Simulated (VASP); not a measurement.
# ZnS (F-43m) in VASP: further runs

ZnS is run at these levels: PBEsol, r2SCAN; tasks: single point, relaxation of cell and atoms.

Program: VASP 6.6.1. These are calculated values, not measurements. Logs are shortened: lines on timing, memory, paths and dates and some standing lists are left out, and cuts for length are marked.

## Step 1: The cell of the first run

The structure is cubic, space group F-43m (No. 216). Conventional cell: a = 5.356 Å, b = 5.356 Å, c = 5.356 Å, α = 90.00°, β = 90.00°, γ = 90.00°. Zn (site symmetry -43m) has 4 S at 2.32 Å within 3.1 Å. S (site symmetry -43m) has 4 Zn at 2.32 Å within 3.1 Å.

## Step 2: Single point, PBEsol

INCAR

```
ALGO = Normal
EDIFF = 1E-6
ENCUT = 520
GGA = PS
ISIF = 2
ISMEAR = 0
LASPH = T
LCHARG = F
LREAL = F
LWAVE = F
NBANDS = 16
NELM = 80
PREC = Accurate
SIGMA = 0.02
```

KPOINTS

```
k-points
0
Gamma
  10 10 10
```

POSCAR

```
ZnS
1.0
    0.0000000000      2.6777701718      2.6777701718
    2.6777701718      0.0000000000      2.6777701718
    2.6777701718      2.6777701718      0.0000000000
Zn S
1 1
Direct
    0.0000000000      0.0000000000      0.0000000000
    0.2500000000      0.2500000000      0.2500000000
```

Potentials or basis: VASP PAW PBE potentials, release 64 (Zn, S).

Run with:

```bash
cat potpaw_PBE.64/Zn/POTCAR potpaw_PBE.64/S/POTCAR > POTCAR
mpirun -np 1 vasp_std > vasp.out
```

OUTCAR:

```text
EDIFF = 1E-6
   ENCUT = 520
   GGA = PS
   ISIF = 2
   ISMEAR = 0
   LASPH = T
   LREAL = F
   NELM = 80
   PREC = Accurate

 ion  position               nearest neighbor table
   1  0.000  0.000  0.000-   2 2.32   2 2.32   2 2.32   2 2.32
   2  0.250  0.250  0.250-   1 2.32   1 2.32   1 2.32   1 2.32

  LATTYP: Found a face centered cubic cell.
 ALAT       =     5.3555403436

  Lattice vectors:

 A1 = (   0.0000000000,   2.6777701718,   2.6777701718)
 A2 = (   2.6777701718,   0.0000000000,   2.6777701718)
 A3 = (   2.6777701718,   2.6777701718,   0.0000000000)

Analysis of symmetry for initial positions (statically):
=====================================================================
 Subroutine PRICEL returns:
 Original cell was already a primitive cell.

 Routine SETGRP: Setting up the symmetry group for a
 face centered cubic supercell.

 Subroutine GETGRP returns: Found 24 space group operations
 (whereof 24 operations were pure point group operations)
 out of a pool of 48 trial point group operations.

The static configuration has the point symmetry T_d .

Analysis of symmetry for dynamics (positions and initial velocities):
=====================================================================
 Subroutine PRICEL returns:
 Original cell was already a primitive cell.

 Routine SETGRP: Setting up the symmetry group for a
 face centered cubic supercell.

 Subroutine GETGRP returns: Found 24 space group operations
 (whereof 24 operations were pure point group operations)
 out of a pool of 48 trial point group operations.

The dynamic configuration has the point symmetry T_d .

 Subroutine INISYM returns: Found 24 space group operations
 (whereof 24 operations are pure point group operations),
 and found     1 'primitive' translations

----------------------------------------------------------------------------------------

                                     Primitive cell

  volume of cell :      38.4017

  direct lattice vectors                    reciprocal lattice vectors
     0.000000000  2.677770172  2.677770172    -0.186722522  0.186722522  0.186722522
     2.677770172  0.000000000  2.677770172     0.186722522 -0.186722522  0.186722522
     2.677770172  2.677770172  0.000000000     0.186722522  0.186722522 -0.186722522

  length of vectors
     3.786938894  3.786938894  3.786938894     0.323412895  0.323412895  0.323412895

  position of ions in fractional coordinates (direct lattice)
     0.000000000  0.000000000  0.000000000
     0.250000000  0.250000000  0.250000000

  ion indices of the primitive-cell ions
   primitive index   ion index
                 1           1
                 2           2

----------------------------------------------------------------------------------------

 KPOINTS: k-points

Automatic generation of k-mesh.
 Grid dimensions read from file:
 generate k-points for:   10   10   10

 Generating k-lattice:

  Cartesian coordinates                     Fractional coordinates (reciprocal lattice)
    -0.018672252  0.018672252  0.018672252     0.100000000  0.000000000  0.000000000
     0.018672252 -0.018672252  0.018672252     0.000000000  0.100000000  0.000000000
     0.018672252  0.018672252 -0.018672252     0.000000000  0.000000000  0.100000000

  Length of vectors
     0.032341290  0.032341290  0.032341290

  Shift w.r.t. Gamma in fractional coordinates (k-lattice)
     0.000000000  0.000000000  0.000000000

 Subroutine IBZKPT returns following result:
 ===========================================

 Found     47 irreducible k-points:

 Following reciprocal coordinates:
            Coordinates               Weight
  0.000000  0.000000  0.000000      1.000000
  0.100000  0.000000  0.000000      8.000000
  0.200000  0.000000  0.000000      8.000000
  0.300000  0.000000  0.000000      8.000000
  0.400000  0.000000  0.000000      8.000000
  0.500000  0.000000  0.000000      4.000000
[... 16 lines left out ...]
  0.300000  0.300000  0.000000      6.000000
  0.400000  0.300000  0.000000     24.000000
 [... further k-points ...]
   k-points           NKPTS =     47   k-points in BZ     NKDIM =     47   number of bands    NBANDS=     16
   number of dos      NEDOS =    301   number of ions     NIONS =      2
   total plane-waves  NPLWV =  21952
   dimension x,y,z NGX =    28 NGY =   28 NGZ =   28
   dimension x,y,z NGXF=    56 NGYF=   56 NGZF=   56
   ions per type =               1   1
   NGX,Y,Z   is equivalent  to a cutoff of  12.29, 12.29, 12.29 a.u.
   NGXF,Y,Z  is equivalent  to a cutoff of  24.58, 24.58, 24.58 a.u.
 SYSTEM =  unknown system
   PREC   = accura    normal or accurate (medium, high low for compatibility)
   ISTART =      0    job   : 0-new  1-cont  2-samecut
   ICHARG =      2    charge: 1-file 2-atom 10-const
   ISPIN  =      1    spin polarized calculation?
   LNONCOLLINEAR =      F non collinear calculations
   LSORBIT =      F    spin-orbit coupling
   LASPH  =      T    aspherical Exc in radial PAW
   ENCUT  =  520.0 eV  38.22 Ry    6.18 a.u.   7.04  7.04  7.04*2*pi/ulx,y,z
   NELM   =     80;   NELMIN=  2; NELMDL= -5     # of ELM steps
   EDIFF  = 0.1E-05   stopping-criterion for ELM
   LREAL  =      F    real-space projection
   EDIFFG = 0.1E-04   stopping-criterion for IOM
   NSW    =      0    number of steps for IOM
   IBRION =     -1    ionic relax: 0-MD 1-quasi-New 2-CG
   NFREE  =      0    steps in history (QN), initial steepest desc. (CG)
   ISIF   =      2    stress and relaxation
   ISYM   =      2    0-nonsym 1-usesym 2-fastsym
   POTIM  = 0.5000    time-step for ionic-motion
   TEBEG  =    0.0;   TEEND  =   0.0 temperature during run
   PSTRESS=    0.0 pullay stress
   NELECT =      18.0000    total number of electrons
   NUPDOWN=      -1.0000    fix difference up-down
   EMIN   =  10.00;   EMAX   =-10.00  energy-range for DOS
   EFERMI =   0.00;   METHOD = LEGACY
   ISMEAR =     0;   SIGMA  =   0.02  broadening in eV -4-tet -1-fermi 0-gaus
   EFERMI_NEDOS =   21; number of points for ismear=-14 and -15
   IALGO  =     38    algorithm
   IMIX   =      4    mixing-type and parameters
     AMIX     =   0.40;   BMIX     =  1.00
     AMIX_MAG =   1.60;   BMIX_MAG =  1.00
  volume/ion in A,a.u.               =      19.20       129.57
  Fermi-wavevector in a.u.,A,eV,Ry     =   1.271693  2.403152 22.003393  1.617204
  Thomas-Fermi vector in A             =   2.404612
   LORBIT       =      0    0 simple, 1 ext, 2 COOP (PROOUT), +10 PAW based schemes
   GGA     = PS    functional components
   LHFCALC =     F    Hartree Fock is set to
   AEXX    =    0.0000 exact exchange contribution
   IVDW    =     0    specifies the selected vdW correction
   LEPSILON=     F    determine dielectric tensor
   LRPA    =     F    only Hartree local field effects (RPA)
 non-spin polarized calculation
 Gauss-broadening in eV      SIGMA  =   0.02
  energy-cutoff  :      520.00
  volume of cell :       38.40
 maximum number of plane-waves:      1056
   NGX = 15   NGY = 15   NGZ = 15

 number of electron      18.0000016 magnetization

 Free energy of the ion-electron system (eV)
  ---------------------------------------------------
  ext. energy  EPLUGINS =         0.00000000
  ---------------------------------------------------
  free energy    TOTEN  =        -7.58889679 eV

  energy without entropy =       -7.58889679  energy(sigma->0) =       -7.58889679

 E-fermi :   2.4149     XC(G=0):  -9.9773

 val. band max:        2.2693305780   @ k =   0.0000   0.0000   0.0000
 cond. band min:       4.3644452285   @ k =   0.0000   0.0000   0.0000
 fundamental gap:      2.0951146505
 Fermi energy:         2.4148888068

 k-point     1 :       0.0000    0.0000    0.0000
  band No.  band energies     occupation
      1     -11.0792      2.00000
      2      -4.2155      2.00000
      3      -4.2155      2.00000
      4      -4.2155      2.00000
      5      -3.6838      2.00000
      6      -3.6838      2.00000
[... 8 lines left out ...]
     15      14.0370      0.00000
     16      14.0601      0.00000

 k-point     2 :       0.1000    0.0000    0.0000
  band No.  band energies     occupation
      1     -10.9988      2.00000
      2      -4.2183      2.00000
      3      -4.2009      2.00000
      4      -4.2009      2.00000
      5      -3.6853      2.00000
      6      -3.6853      2.00000
[... 8 lines left out ...]
     15      13.5574      0.00000
     16      14.6585      0.00000

 k-point     3 :       0.2000    0.0000    0.0000
  band No.  band energies     occupation
      1     -10.7763      2.00000
      2      -4.2077      2.00000
      3      -4.1647      2.00000
      4      -4.1647      2.00000
      5      -3.6855      2.00000
      6      -3.6855      2.00000
[... 8 lines left out ...]
     15      13.1146      0.00000
     16      14.6515      0.00000

 k-point     4 :       0.3000    0.0000    0.0000
  band No.  band energies     occupation
      1     -10.4724      2.00000
      2      -4.1282      2.00000
      3      -4.1262      2.00000
      4      -4.1262      2.00000
      5      -3.6767      2.00000
      6      -3.6767      2.00000
[... 8 lines left out ...]
     15      13.4999      0.00000
     16      14.0745      0.00000

 k-point     5 :       0.4000    0.0000    0.0000
  band No.  band energies     occupation
      1     -10.1966      2.00000
      2      -4.1017      2.00000
      3      -4.1017      2.00000
      4      -3.8916      2.00000
      5      -3.6601      2.00000
      6      -3.6601      2.00000
[... 8 lines left out ...]
     15      14.6841      0.00000
     16      14.6841      0.00000

 k-point     6 :       0.5000    0.0000    0.0000
  band No.  band energies     occupation
      1     -10.0825      2.00000
      2      -4.0942      2.00000
      3      -4.0942      2.00000
      4      -3.6512      2.00000
      5      -3.6512      2.00000
      6      -3.4786      2.00000
[... 8 lines left out ...]
     15      15.7283      0.00000
     16      15.7283      0.00000
[... 267 lines left out ...]
 k-point    21 :      -0.3000    0.2000    0.0000
  band No.  band energies     occupation
      1     -10.1102      2.00000
      2      -4.0913      2.00000
      3      -4.0532      2.00000
      4      -3.9285      2.00000
      5      -3.6957      2.00000
      6      -3.6199      2.00000
[... 8 lines left out ...]
     15      15.4881      0.00000
     16      16.7642      0.00000

 k-point    22 :      -0.2000    0.2000    0.0000
  band No.  band energies     occupation
      1     -10.3696      2.00000
      2      -4.1263      2.00000
      3      -4.0995      2.00000
      4      -4.0940      2.00000
      5      -3.7081      2.00000
      6      -3.6436      2.00000
[... 8 lines left out ...]
     15      15.1732      0.00000
     16      16.8783      0.00000

 k-point    23 :       0.3000    0.3000    0.0000
  band No.  band energies     occupation
      1     -10.2688      2.00000
      2      -4.2938      2.00000
      3      -4.0030      2.00000
      4      -4.0030      2.00000
      5      -3.7208      2.00000
      6      -3.6303      2.00000
[... 8 lines left out ...]
     15      15.1303      0.00000
     16      18.9661      0.00000

 k-point    24 :       0.4000    0.3000    0.0000
  band No.  band energies     occupation
      1     -10.0510      2.00000
      2      -4.2621      2.00000
      3      -3.9549      2.00000
      4      -3.9470      2.00000
      5      -3.6638      2.00000
      6      -3.6221      2.00000
[... 8 lines left out ...]
     15      15.6924      0.00000
     16      18.2134      0.00000

 [... further k-points ...]
[... 5 lines left out ...]
  --------------------------------------------------------------------------------------
  -------------------------------------------------------------------------------------
  Total        0.0569961      0.0569961      0.0569961      0.0000000     -0.0000000      0.0000000
  in kB        2.3779681      2.3779681      2.3779681      0.0000000     -0.0000000      0.0000000
  external PRESSURE =       2.3779681 kB  Pullay stress =       0.0000000 kB

 VOLUME and BASIS-vectors are now :
 -----------------------------------------------------------------------------
  energy-cutoff  :      520.00
  volume of cell :       38.40
      direct lattice vectors                 reciprocal lattice vectors
     0.000000000  2.677770172  2.677770172    -0.186722522  0.186722522  0.186722522
     2.677770172  0.000000000  2.677770172     0.186722522 -0.186722522  0.186722522
     2.677770172  2.677770172  0.000000000     0.186722522  0.186722522 -0.186722522

 POSITION                                       TOTAL-FORCE (eV/Angst)
 -----------------------------------------------------------------------------------
      0.00000      0.00000      0.00000        -0.000000     -0.000000     -0.000000
      1.33889      1.33889      1.33889         0.000000      0.000000      0.000000
 -----------------------------------------------------------------------------------
    total drift:                                0.000002      0.000002      0.000002

  FREE ENERGIE OF THE ION-ELECTRON SYSTEM (eV)
  ---------------------------------------------------
  free  energy   TOTEN  =        -7.5888967895 eV

  energy  without entropy=       -7.5888967895  energy(sigma->0) =       -7.58889679
```

It took 13 s on 1 thread of Intel Xeon Platinum 8488C (Sapphire Rapids), shared host; peak memory 0.16 GiB.

What came out:

| Quantity | Value |
| --- | --- |
| Free energy | -7.5889 eV |
| Pressure | 0.2 GPa |
| Band gap on the k mesh | 2.10 eV, direct |

Caveat: the PAW data sets were made with another functional, which shifts forces and pressure a little. As with any semilocal functional, this PBEsol gap is likely too small.

[end of part 1 of 2]
